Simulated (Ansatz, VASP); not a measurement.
**MgO2 in VASP and in Ansatz**

File POSCAR:

```
MgO2
1.0
    1.6849990668      0.9728346648      3.4066294030
   -1.6849990668      0.9728346648      3.4066294030
    0.0000000000     -1.9456693296      3.4066294030
Mg O
1 2
Direct
    0.0000000000      0.0000000000      0.0000000000
    0.4287860000      0.4287860000      0.4287860000
    0.5712140000      0.5712140000      0.5712140000
```

INCAR.step1

```
SYSTEM = MgO2
PREC     = Accurate       ! precision mode
ENCUT    = 520            ! plane-wave cutoff, eV
ISMEAR   = 0              ! smearing method
SIGMA    = 0.05           ! smearing width, eV
LREAL    = .False.        ! projectors in reciprocal space
LASPH    = .True.         ! aspherical terms in the spheres
NELM     = 80             ! most SCF steps
NBANDS   = 14             ! bands
GGA      = PE             ! functional
ALGO     = Normal         ! electronic algorithm
EDIFF    = 1E-4           ! SCF threshold, eV
LWAVE    = .True.         ! write WAVECAR
LCHARG   = .False.        ! write CHGCAR
```

INCAR.step2

```
SYSTEM = MgO2
PREC     = Accurate       ! precision mode
ENCUT    = 520            ! plane-wave cutoff, eV
EDIFF    = 1E-6           ! SCF threshold, eV
ISMEAR   = 0              ! smearing method
SIGMA    = 0.05           ! smearing width, eV
LREAL    = .False.        ! projectors in reciprocal space
LASPH    = .True.         ! aspherical terms in the spheres
NELM     = 80             ! most SCF steps
ALGO     = Normal         ! electronic algorithm
ISIF     = 2              ! what is computed and relaxed
LWAVE    = .False.        ! write WAVECAR
LCHARG   = .False.        ! write CHGCAR
METAGGA  = R2SCAN         ! meta-GGA
LMIXTAU  = .True.       
NBANDS   = 14             ! bands
ISTART   = 1
```

KPOINTS

```
regular mesh
0
Gamma
  12 12 12
  0 0 0
```

Input for Ansatz:

```yaml
crystal:
  lattice:
    - [1.6849990668, 0.9728346648, 3.406629403]
    - [-1.6849990668, 0.9728346648, 3.406629403]
    - [0.0, -1.9456693296, 3.406629403]
  atoms:
    - { symbol: Mg, position: [0.0, 0.0, 0.0] }
    - { symbol: O, position: [0.428786, 0.428786, 0.428786] }
    - { symbol: O, position: [0.571214, 0.571214, 0.571214] }
basis:
  ecutwfc: 500
kpoints:
  mp_grid: { grid: [12, 12, 12] }
hamiltonian:
  xc: r2scan
scf:
  occupations: { method: gaussian, width: 0.05 }
output:
  forces: true
  stress: true
  eigenvalues: true
```

Change from the starting cell: strain +0.050 along x and y, -0.025 along z, atoms carried along.

Alike in both runs: task single point; functional r2SCAN; k mesh 12 × 12 × 12; occupations gaussian, width 0.05 eV; no spin polarisation.

|  | VASP | Ansatz |
| --- | --- | --- |
| version | VASP 6.6.1 | Ansatz 0.2.0 |
| potentials or method | VASP PAW PBE potentials, release 64 (Mg, O), cutoff 520 eV | scalar-relativistic, plane waves, PAW |
| valence electrons in the cell | 14 | 22 |

|  | VASP | Ansatz | Ansatz less VASP |
| --- | --- | --- | --- |
| gap on the k mesh at the Fermi level (eV) | 3.37 | 3.39 | +0.027 |
| least direct gap on the mesh (eV) | 3.47 | 3.50 | +0.032 |
| pressure (GPa) | -9.2 | -9.0 | +0.20 |
| traceless stress, the component that is largest in VASP (GPa) | 15.39 | 13.73 | -1.658 |
| rms of the force components (eV/Å) | 0.668 | 0.519 | -0.1492 |

VASP's potentials were made for PBE, not for r2SCAN. Atom by atom the forces differ by 0.149 eV/Å (rms over components). With one functional, cell and mesh, what is left measures potentials, basis and numerics. VASP's potentials hold 14 valence electrons a cell and Ansatz's 22, so a difference there can come from the potentials and not from the codes.
